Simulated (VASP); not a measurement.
# Re (Fm-3m) in VASP: further runs

Re is run at these levels: PBE; tasks: relaxation of cell and atoms.

All numbers are computed with VASP 6.6.1; they aren't measurements. Logs are shortened: lines on timing, memory, paths and dates and some standing lists are left out, and cuts for length are marked.

## Step 1: The cell of the first run

The structure is cubic, space group Fm-3m (No. 225). The conventional cell has a = 3.911 Å, b = 3.911 Å, c = 3.911 Å, α = 90.00°, β = 90.00°, γ = 90.00°. Within 3.6 Å of Re (site symmetry m-3m) lie 12 Re at 2.77 Å.

This isn't the form of Re at room conditions, which is hcp.

## Step 2: Relaxation of cell and atoms, PBE, non-collinear spin, zero start, spin-orbit coupling

Input file INCAR:

```
SYSTEM = Re
PREC = Accurate
ENCUT = 600
EDIFF = 1E-6
ISMEAR = -1
SIGMA = 0.05
LREAL = .False.
LASPH = .True.
NELM = 150
ALGO = Normal
ISIF = 3
LWAVE = .False.
LCHARG = .False.
LNONCOLLINEAR = .True.
MAGMOM = 0 0 0
LORBIT = 11
LSORBIT = .True.
GGA_COMPAT = .False.
LORBMOM = .True.
LMAXMIX = 4
GGA = PE
IBRION = 2
NSW = 60
EDIFFG = -0.005
```

Input file KPOINTS:

```
regular mesh
0
Gamma
  18 18 18
  0 0 0
```

Input file POSCAR:

```
Re
1.0
    0.0000000000      1.9554744261      1.9554744261
    1.9554744261      0.0000000000      1.9554744261
    1.9554744261      1.9554744261      0.0000000000
Re
1
Direct
    0.0000000000      0.0000000000      0.0000000000
```

Potentials or basis: VASP PAW PBE potentials, release 64 (Re).

Started as:

```bash
$ cat potpaw_PBE.64/Re/POTCAR > POTCAR
$ mpirun -np 1 vasp_ncl > vasp.out
```

OUTCAR:

```text
SYSTEM = Re
   PREC = Accurate
   ENCUT = 600
   EDIFF = 1E-6
   ISMEAR = -1
   LREAL = .False.
   LASPH = .True.
   NELM = 150
   ISIF = 3
   LNONCOLLINEAR = .True.
   LORBIT = 11
   LSORBIT = .True.
   GGA = PE
   IBRION = 2
   NSW = 60
   EDIFFG = -0.005

 ion  position               nearest neighbor table
   1  0.000  0.000  0.000-

  LATTYP: Found a face centered cubic cell.
 ALAT       =     3.9109488522

  Lattice vectors:

 A1 = (   0.0000000000,   1.9554744261,   1.9554744261)
 A2 = (   1.9554744261,   0.0000000000,   1.9554744261)
 A3 = (   1.9554744261,   1.9554744261,   0.0000000000)

Analysis of symmetry for initial positions (statically):
=====================================================================
 Subroutine PRICEL returns:
 Original cell was already a primitive cell.

 Routine SETGRP: Setting up the symmetry group for a
 face centered cubic supercell.

 Subroutine GETGRP returns: Found 48 space group operations
 (whereof 48 operations were pure point group operations)
 out of a pool of 48 trial point group operations.

The static configuration has the point symmetry O_h .

Analysis of symmetry for dynamics (positions and initial velocities):
=====================================================================
 Subroutine PRICEL returns:
 Original cell was already a primitive cell.

 Routine SETGRP: Setting up the symmetry group for a
 face centered cubic supercell.

 Subroutine GETGRP returns: Found 48 space group operations
 (whereof 48 operations were pure point group operations)
 out of a pool of 48 trial point group operations.

The dynamic configuration has the point symmetry O_h .

Analysis of structural, dynamic, and magnetic symmetry:
=====================================================================
 Subroutine PRICEL returns:
 Original cell was already a primitive cell.

 Routine SETGRP: Setting up the symmetry group for a
 face centered cubic supercell.

 Subroutine GETGRP returns: Found 48 space group operations
 (whereof 48 operations were pure point group operations)
 out of a pool of 48 trial point group operations.

The overall configuration has the point symmetry O_h .

 Subroutine INISYM returns: Found 48 space group operations
 (whereof 48 operations are pure point group operations),
 and found     1 'primitive' translations

----------------------------------------------------------------------------------------

                                     Primitive cell

  volume of cell :      14.9550

  direct lattice vectors                    reciprocal lattice vectors
     0.000000000  1.955474426  1.955474426    -0.255692426  0.255692426  0.255692426
     1.955474426  0.000000000  1.955474426     0.255692426 -0.255692426  0.255692426
     1.955474426  1.955474426  0.000000000     0.255692426  0.255692426 -0.255692426

  length of vectors
     2.765458454  2.765458454  2.765458454     0.442872273  0.442872273  0.442872273

  position of ions in fractional coordinates (direct lattice)
     0.000000000  0.000000000  0.000000000

  ion indices of the primitive-cell ions
   primitive index   ion index
                 1           1

----------------------------------------------------------------------------------------

 KPOINTS: regular mesh

Automatic generation of k-mesh.
 Grid dimensions read from file:
 generate k-points for:   18   18   18

 Generating k-lattice:

  Cartesian coordinates                     Fractional coordinates (reciprocal lattice)
    -0.014205135  0.014205135  0.014205135     0.055555556  0.000000000  0.000000000
     0.014205135 -0.014205135  0.014205135     0.000000000  0.055555556  0.000000000
     0.014205135  0.014205135 -0.014205135     0.000000000  0.000000000  0.055555556

  Length of vectors
     0.024604015  0.024604015  0.024604015

  Shift w.r.t. Gamma in fractional coordinates (k-lattice)
     0.000000000  0.000000000  0.000000000

 Subroutine IBZKPT returns following result:
 ===========================================

 Found    195 irreducible k-points:
[... 71 lines left out ...]
   GGA     = PE    functional components
   LHFCALC =     F    Hartree Fock is set to
   AEXX    =    0.0000 exact exchange contribution
   IVDW    =     0    specifies the selected vdW correction
   LEPSILON=     F    determine dielectric tensor
   LRPA    =     F    only Hartree local field effects (RPA)
 conjugate gradient relaxation of ions
  energy-cutoff  :      600.00
  volume of cell :       14.96
 maximum number of plane-waves:      1062
 NGX is ok and might be reduce to    24
   NGX = 11   NGY = 11   NGZ = 11

--------------------------------------- Ionic step        1  -------------------------------------------

 number of electron       7.0000000 magnetization       0.0000000      0.0000000      0.0000000

 number of electron       7.0000001 magnetization      -0.0000000      0.0000000      0.0000000

 number of electron       7.0000001 magnetization       0.0000000     -0.0000000     -0.0000000

 Free energy of the ion-electron system (eV)
  ---------------------------------------------------
  ext. energy  EPLUGINS =         0.00000000
  ---------------------------------------------------
  free energy    TOTEN  =       -12.69220333 eV

  energy without entropy =      -12.68570223  energy(sigma->0) =      -12.68895278

------------------------ aborting loop because EDIFF is reached ----------------------------------------

  FORCE on cell =-STRESS in cart. coord.  units (eV):
  Direction    XX          YY          ZZ          XY          YZ          ZX
  --------------------------------------------------------------------------------------
  -------------------------------------------------------------------------------------
  Total        0.1350313      0.1350313      0.1350313      0.0000000     -0.0000000      0.0000000
  in kB       14.4663355     14.4663355     14.4663355      0.0000000     -0.0000000      0.0000000
  external PRESSURE =      14.4663355 kB  Pullay stress =       0.0000000 kB
[... 61 lines left out ...]
 number of electron       7.0000001 magnetization       0.0000000      0.0000000     -0.0000000

 number of electron       7.0000001 magnetization      -0.0000000     -0.0000000      0.0000000

 Free energy of the ion-electron system (eV)
  ---------------------------------------------------
  ext. energy  EPLUGINS =         0.00000000
  ---------------------------------------------------
  free energy    TOTEN  =       -12.69245972 eV

  energy without entropy =      -12.68593966  energy(sigma->0) =      -12.68919969

 E-fermi :   7.9153     XC(G=0): -13.6192

 val. band max:        7.9140678228   @ k =   0.4444   0.2222   0.0000
 cond. band min:       7.9441149633   @ k =  -0.3333   0.2778   0.0000
 fundamental gap:      0.0300471405
 Fermi energy:         7.9153152180

 k-point     1 :       0.0000    0.0000    0.0000
  band No.  band energies     occupation
      1      -2.0810      1.00000
      2      -2.0810      1.00000
      3       5.8041      1.00000
      4       5.8041      1.00000
      5       5.8041      1.00000
      6       5.8041      1.00000
      7       6.4011      1.00000
      8       6.4011      1.00000
      9       9.2143      0.00000
     10       9.2143      0.00000
     11       9.2143      0.00000
     12       9.2143      0.00000
     13      21.7933      0.00000
     14      21.7933      0.00000
[... 377 lines left out ...]
      1       0.1809      1.00000
      2       0.1809      1.00000
      3       5.0401      1.00000
      4       5.0401      1.00000
      5       6.1609      1.00000
      6       6.1609      1.00000
      7       6.9174      1.00000
      8       6.9174      1.00000
      9       8.7386      0.00000
     10       8.7386      0.00000
     11       9.8359      0.00000
     12       9.8359      0.00000
     13      22.1074      0.00000
     14      22.1074      0.00000

 [... further k-points ...]

------------------------ aborting loop because EDIFF is reached ----------------------------------------

  FORCE on cell =-STRESS in cart. coord.  units (eV):
  Direction    XX          YY          ZZ          XY          YZ          ZX
  --------------------------------------------------------------------------------------
  -------------------------------------------------------------------------------------
  Total        0.0018197      0.0018197      0.0018197      0.0000000      0.0000000      0.0000000
  in kB        0.1941952      0.1941952      0.1941952      0.0000000      0.0000000      0.0000000
  external PRESSURE =       0.1941952 kB  Pullay stress =       0.0000000 kB
[... 16 lines left out ...]
  FREE ENERGIE OF THE ION-ELECTRON SYSTEM (eV)
  ---------------------------------------------------
  free  energy   TOTEN  =       -12.6924597196 eV

  energy  without entropy=      -12.6859396593  energy(sigma->0) =      -12.68919969

 reached required accuracy - stopping structural energy minimisation

 orbital moment (x)

 # of ion     p       d       tot
 ----------------------------------------
  1        -0.000  -0.000  -0.000
 ----------------------------------------
           -0.000  -0.000  -0.000

 orbital moment (y)

 # of ion     p       d       tot
 ----------------------------------------
  1        -0.000   0.000   0.000
 ----------------------------------------
           -0.000   0.000   0.000

 orbital moment (z)

 # of ion     p       d       tot
 ----------------------------------------
  1         0.000   0.000   0.000
 ----------------------------------------
            0.000   0.000   0.000

 Spin-Orbit-Coupling matrix elements

 Ion:    1  E_soc:     -0.6607780
 l=   1
     0.0000000    -0.0417254    -0.0417254
    -0.0417254     0.0000000    -0.0417254
    -0.0417254    -0.0417254     0.0000000
 l=   2
     0.0000000    -0.0130660     0.0000000    -0.0130660    -0.0553382
    -0.0130660     0.0000000    -0.0415037    -0.0130660    -0.0138346
     0.0000000    -0.0415037     0.0000000    -0.0415037     0.0000000
    -0.0130660    -0.0130660    -0.0415037     0.0000000    -0.0138346
    -0.0553382    -0.0138346     0.0000000    -0.0138346     0.0000000
 l=   3
     0.0000000     0.0000000     0.0000000     0.0000000     0.0000000     0.0000000     0.0000000
     0.0000000     0.0000000     0.0000000     0.0000000     0.0000000     0.0000000     0.0000000
     0.0000000     0.0000000     0.0000000     0.0000000     0.0000000     0.0000000     0.0000000
     0.0000000     0.0000000     0.0000000     0.0000000     0.0000000     0.0000000     0.0000000
     0.0000000     0.0000000     0.0000000     0.0000000     0.0000000     0.0000000     0.0000000
     0.0000000     0.0000000     0.0000000     0.0000000     0.0000000     0.0000000     0.0000000
     0.0000000     0.0000000     0.0000000     0.0000000     0.0000000     0.0000000     0.0000000

 total charge

# of ion       s       p       d       tot
------------------------------------------
    1        0.615   0.680   4.768   6.063

 magnetization (x)

# of ion       s       p       d       tot
------------------------------------------
    1        0.000   0.000   0.000   0.000

 magnetization (y)

# of ion       s       p       d       tot
------------------------------------------
    1        0.000   0.000   0.000   0.000

 magnetization (z)

# of ion       s       p       d       tot
------------------------------------------
    1        0.000   0.000   0.000   0.000
```

It took 6.5 min on 1 thread of Intel Xeon 8259CL, shared host; peak memory 0.26 GiB.

What came out:

- Free energy: -12.6925 eV
- Relaxed volume: 15.01 Å³/atom
- Relaxed cell: a = 2.769 Å, b = 2.769 Å, c = 2.769 Å, α = 60.00°, β = 60.00°, γ = 60.00°
- Space group after relaxing (to 0.1 Å): Fm-3m (No. 225)
- Energy gained by relaxing: 0.3 meV/atom
- Ionic steps: 3
- Pressure after relaxing: 0.0 GPa
- Net moment: 0.00 μB per cell
- Valence electrons inside the program's atomic spheres: Re 6.06

The path:
```tsv
step	energy change (eV)	largest force (eV/Å)	pressure (GPa)	volume (Å³)
1	0.0000	0.0000	1.45	14.96
2	0.0039	0.0000	-5.49	15.25
3	-0.0003	0.0000	0.02	15.01
```

Final structure:
```xyz
1
Lattice="0.0000 1.9580 1.9580 1.9580 0.0000 1.9580 1.9580 1.9580 0.0000" Properties=species:S:1:pos:R:3 pbc="T T T"
Re    0.0000    0.0000    0.0000
```

Moments on the atoms (μB; x, y, z):
```
Re  0.00 0.00 0.00
```

## Step 3: Relaxation of cell and atoms, PBE, non-collinear spin, zero start, spin-orbit coupling

This run uses another cell than the first one, of 15.03 Å³/atom.

Input file INCAR:

```
PREC = Accurate
ENCUT = 600
EDIFF = 1E-7
ISMEAR = -1
SIGMA = 0.05
LREAL = F
LASPH = T
NELM = 150
ALGO = Normal
ISIF = 3
LWAVE = F
LCHARG = F
MAGMOM = 0 0 0
LORBIT = 11
LSORBIT = T
GGA_COMPAT = F
LORBMOM = T
LMAXMIX = 4
GGA = PE
IBRION = 2
NSW = 45
EDIFFG = -0.005
```

Input file KPOINTS:

```
Automatic mesh
0
Gamma
  18 18 18
```

Input file POSCAR:

```
Re
1.0
    0.0000000000      1.9586116999      1.9586116999
    1.9586116999      0.0000000000      1.9586116999
    1.9586116999      1.9586116999      0.0000000000
Re
1
Direct
    0.0000000000      0.0000000000      0.0000000000
```

Potentials or basis: VASP PAW PBE potentials, release 64 (Re).

Started as:

```bash
$ cat potpaw_PBE.64/Re/POTCAR > POTCAR
$ mpirun -np 1 vasp_ncl > vasp.out
```

Run time: 6.8 min. Hardware: 1 thread of Intel Xeon 8259CL, shared host; peak memory 0.26 GiB.

The run converged. Its results:

- Free energy: -12.6925 eV
- Relaxed volume: 15.01 Å³/atom
- Relaxed cell: a = 2.769 Å, b = 2.769 Å, c = 2.769 Å, α = 60.00°, β = 60.00°, γ = 60.00°
- Space group after relaxing (to 0.1 Å): Fm-3m (No. 225)
- Energy gained by relaxing: 0.0 meV/atom
- Ionic steps: 3
- Pressure after relaxing: 0.0 GPa
- Net moment: 0.00 μB per cell
- Valence electrons inside the program's atomic spheres: Re 6.06

Final structure:
```
Re
1.0
     0.00000    1.95799    1.95799
     1.95799    0.00000    1.95799
     1.95799    1.95799    0.00000
Re
1
Direct
  0.00000 0.00000 0.00000
```

Moments on the atoms (μB; x, y, z):
```
Re  0.00 0.00 0.00
```
